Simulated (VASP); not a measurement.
A run of VASP 6.6.1 is set up as follows.

The input INCAR:

```
PREC = Accurate
ENCUT = 520
EDIFF = 1E-7
ISMEAR = 0
SIGMA = 0.05
LREAL = False
LASPH = True
NELM = 80
ALGO = Normal
ISIF = 2
LWAVE = False
LCHARG = False
GGA = PS
NBANDS = 31
```

The input KPOINTS:

```
regular mesh
0
Gamma
  6 8 4
```

File POSCAR:

```
Al3GaN4
1.0
    4.8416716524      0.0000000000      0.0001057914
    0.0000000000      3.0048709415      0.0000000000
   -0.0031068066      0.0000000000      4.9845525916
Al Ga N
3 1 4
Direct
    0.5002300423      0.5000000000      0.1673295664
    0.0009207036      0.5000000000      0.8348055932
    0.0010880650      0.0000000000      0.3316926342
    0.4994217138      0.0000000000      0.6662009016
    0.1111724737      0.0000000000      0.6663292503
    0.1224543238      0.5000000000      0.1671578647
    0.6251234799      0.5000000000      0.8401923551
    0.6231881979      0.0000000000      0.3262928345
```

Potentials or basis: VASP PAW PBE potentials, release 64 (Al, Ga_d, N).

Command:

```sh
$ cat potpaw_PBE.64/Al/POTCAR potpaw_PBE.64/Ga_d/POTCAR potpaw_PBE.64/N/POTCAR > POTCAR
$ mpirun -np 1 vasp_std > vasp.out
```

Question: Estimate the largest force.

Answer: 1.096 eV/Å.

Question: Predict the band gap on the k mesh.

Answer: 4.74 eV.

Question: What does it give for the pressure?

Answer: 46.3 GPa.

Forces on the atoms (eV/Å):
```
Al  -0.523  0.000  0.932
Al  -0.393  0.000 -0.747
Al  -0.404  0.000 -0.952
Ga  -0.563  0.000  0.798
N    0.338  0.000  0.930
N    0.494  0.000  0.894
N    0.582  0.000 -0.928
N    0.468  0.000 -0.927
```

Caveat: the cell differs from its parent crystal (strain -0.040 along x and y, -0.080 along z); the cell stands under pressure; the PAW data sets were made with another functional, which shifts forces and pressure a little. A k mesh can miss the band edges.
